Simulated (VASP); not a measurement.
Hg: single point with LDA

Hg:

```
Hg
1.0
     0.00000    2.22489    2.22489
     2.22489    0.00000    2.22489
     2.22489    2.22489    0.00000
Hg
1
Cartesian
  0.0000 0.0000 0.0000
```

```json
{"Program": "VASP 6.6.1", "Task": "single point", "Functional": "LDA", "Potentials or basis": "VASP PAW LDA potentials, release 64 (Hg)", "Cutoff": "520 eV", "k mesh": "12 × 12 × 12", "Occupations": "fermi-dirac, width 0.1 eV", "Spin": "no spin polarisation"}
```

```yaml
Pressure: 0.6 GPa
Band_gap_on_the_k_mesh: zero (band 6 reaches 3.68 eV, above the bottom of band 7 at 1.64 eV)
```

Levels at points of the mesh, in eV from the Fermi level:
```
           k point  band 2  band 3  band 4  band 5  band 6  band 7  band 8  band 9  band 10  band 11
(0.00, 0.00, 0.00)   -7.24   -7.24   -7.24   -6.50   -6.50   13.68   15.26   15.26    15.26    19.50
(0.50, 0.00, 0.00)   -7.25   -7.25   -5.88   -5.88   -1.98   -1.46   12.91   12.91    12.93    18.69
(0.50, 0.50, 0.00)   -8.27   -5.91   -5.71   -5.71   -0.48    0.75    7.08    7.08    11.99    13.76
```

It took 10 s on 1 thread of Intel Xeon 6975P-C, on a shared host, peak memory 0.14 GiB.

Caveat: spin-orbit coupling is left out, which moves the levels of the heavy elements.
